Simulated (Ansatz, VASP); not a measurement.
## Two plane-wave programs on Ga2O3

INCAR

```
PREC = Accurate
ENCUT = 520
EDIFF = 1E-6
ISMEAR = -1
SIGMA = 0.05
LREAL = F
LASPH = T
NELM = 100
ALGO = Normal
ISIF = 2
LWAVE = F
LCHARG = T
GGA = PE
IVDW = 13
LELF = T
LVHAR = T
NBANDS = 55
```

File KPOINTS:

```
Automatic mesh
0
Gamma
  9 9 5
```

The input POSCAR:

```
Ga2O3
1.0
    6.0660121878     -1.5083580822      0.0000000000
    6.0660121878      1.5083580822      0.0000000000
   -1.3766866767      0.0000000000      5.5922223059
Ga O
4 6
Direct
    0.3413400000      0.3413400000      0.6859800000
    0.6586600000      0.6586600000      0.3140200000
    0.9095000000      0.9095000000      0.2054000000
    0.0905000000      0.0905000000      0.7946000000
    0.5041000000      0.5041000000      0.7434000000
    0.4959000000      0.4959000000      0.2566000000
    0.8267000000      0.8267000000      0.4368000000
    0.1733000000      0.1733000000      0.5632000000
    0.8355000000      0.8355000000      0.8902000000
    0.1645000000      0.1645000000      0.1098000000
```

input.yaml

```yaml
crystal:
  lattice:
    - [6.0660121878, -1.5083580822, 0.0]
    - [6.0660121878, 1.5083580822, 0.0]
    - [-1.3766866767, 0.0, 5.5922223059]
  atoms:
    - { symbol: Ga, position: [0.34134, 0.34134, 0.68598] }
    - { symbol: Ga, position: [0.65866, 0.65866, 0.31402] }
    - { symbol: Ga, position: [0.9095, 0.9095, 0.2054] }
    - { symbol: Ga, position: [0.0905, 0.0905, 0.7946] }
    - { symbol: O, position: [0.5041, 0.5041, 0.7434] }
    - { symbol: O, position: [0.4959, 0.4959, 0.2566] }
    - { symbol: O, position: [0.8267, 0.8267, 0.4368] }
    - { symbol: O, position: [0.1733, 0.1733, 0.5632] }
    - { symbol: O, position: [0.8355, 0.8355, 0.8902] }
    - { symbol: O, position: [0.1645, 0.1645, 0.1098] }
hamiltonian:
  xc: pbe
  pseudopotentials: { kind: paw }
  dispersion: d4
kpoints:
  mp_grid: { grid: [9, 9, 5] }
scf:
  occupations: { method: fermi_dirac, width: 0.05 }
output:
  forces: true
  stress: true
  eigenvalues: true
```

Alike in both runs: task single point; functional PBE; dispersion D4; k mesh 9 × 9 × 5; occupations fermi-dirac, width 0.05 eV; no spin polarisation.

```csv
,VASP,Ansatz
version,VASP 6.6.1,Ansatz 0.2.0
potentials or method,"VASP PAW PBE potentials, release 64 (Ga_d, O)",Ansatz PAW
plane-wave cutoff (eV),520,420
valence electrons in the cell,88,88
```

```tsv
	VASP	Ansatz	Ansatz less VASP
gap on the k mesh at the Fermi level (eV)	2.61	2.62	+0.014
least direct gap on the mesh (eV)	2.63	2.64	+0.012
pressure (GPa)	9.9	9.3	-0.58
traceless stress, the component that is largest in VASP (GPa)	1.09	0.99	-0.106
rms of the force components (eV/Å)	0.125	0.121	-0.0040
```

Atom by atom the forces differ by 0.011 eV/Å (rms over components).

Noted on Ansatz's run: odd divisions of the mesh miss points on the zone boundary, where band edges often lie, so the gap on the mesh can be too wide.
